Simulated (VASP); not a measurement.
A run of VASP 6.6.1 is set up as follows.

The input INCAR:

```
SYSTEM = TiC
PREC     = Accurate       ! precision mode
ENCUT    = 520            ! plane-wave cutoff, eV
EDIFF    = 1E-6           ! SCF threshold, eV
ISMEAR   = 0              ! smearing method
SIGMA    = 0.15           ! smearing width, eV
LREAL    = .False.        ! projectors in reciprocal space
LASPH    = .True.         ! aspherical terms in the spheres
NELM     = 60             ! most SCF steps
ALGO     = Normal         ! electronic algorithm
ISIF     = 2              ! what is computed and relaxed
LWAVE    = .False.        ! write WAVECAR
LCHARG   = .False.        ! write CHGCAR
GGA      = PS             ! functional
NBANDS   = 15             ! bands
```

KPOINTS

```
Automatic mesh
0
Gamma
  20 20 20
  0 0 0
```

File POSCAR:

```
TiC
1.0
    0.0000000000      2.2249895759      2.0469904099
    2.2249895759      0.0000000000      2.0469904099
    2.2249895759      2.2249895759      0.0000000000
Ti C
1 1
Direct
    0.0000000000      0.0000000000      0.0000000000
    0.5000000000      0.5000000000      0.5000000000
```

Potentials or basis: VASP PAW PBE potentials, release 64 (Ti_sv, C).

Launch:

```sh
$ cat potpaw_PBE.64/Ti_sv/POTCAR potpaw_PBE.64/C/POTCAR > POTCAR
$ mpirun -np 1 vasp_std > vasp.out
```

Estimate the band gap on the k mesh.

zero (bands 8 and 9 overlap by 2.04 eV).

What does it give for the pressure?

-2.6 GPa.

Stress tensor (GPa, compression positive):
```
-15.14   0.00   0.00
  0.00 -15.14   0.00
  0.00   0.00  22.63
```

Caveat: the stress differs along the axes, from -15 to 23 GPa; the PAW data sets were made with another functional, which shifts forces and pressure a little.
